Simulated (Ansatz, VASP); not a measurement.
**Two plane-wave programs on ZnCd2TeO2**

```
CELL_PARAMETERS angstrom
5.20868 0.00000 0.00000
0.00000 5.20868 0.00000
0.00000 0.00000 5.23178
ATOMIC_POSITIONS crystal
Zn 0.00000 0.00000 0.00000
Cd 0.50000 0.00000 0.00000
Cd 0.00000 0.50000 0.00000
Te 0.00000 0.00000 0.50000
O 0.50000 0.50000 0.86245
O 0.50000 0.50000 0.13755
```

Change from the starting cell: species swapped into the LaAl2BRu2 type (P4/mmm, No. 123).

Alike in both runs: functional PBE; k mesh 8 × 8 × 8; occupations gaussian, width 0.1 eV; no spin polarisation.

Ansatz relaxed the structure, and its values are those at the end. VASP's run is a single point on that final structure, the one shown.

|  | VASP | Ansatz |
| --- | --- | --- |
| version | VASP 6.6.1 | Ansatz 0.2.0 |
| potentials or method | VASP PAW PBE potentials, release 64 (Zn, Cd, Te, O), cutoff 520 eV | scalar-relativistic, plane waves, PAW |
| valence electrons in the cell | 54 | 80 |

```tsv
	VASP	Ansatz	Ansatz less VASP
gap on the k mesh at the Fermi level (eV)	none	none	-
pressure (GPa)	0.3	0.0	-0.31
rms of the force components (eV/Å)	0.091	0.001	-0.0904
```

A gap of «none» marks a metal or a gap that the smearing closes. VASP's potentials hold 54 valence electrons a cell and Ansatz's 80, so a difference there can come from the potentials and not from the codes.

Spin-orbit coupling is off throughout.
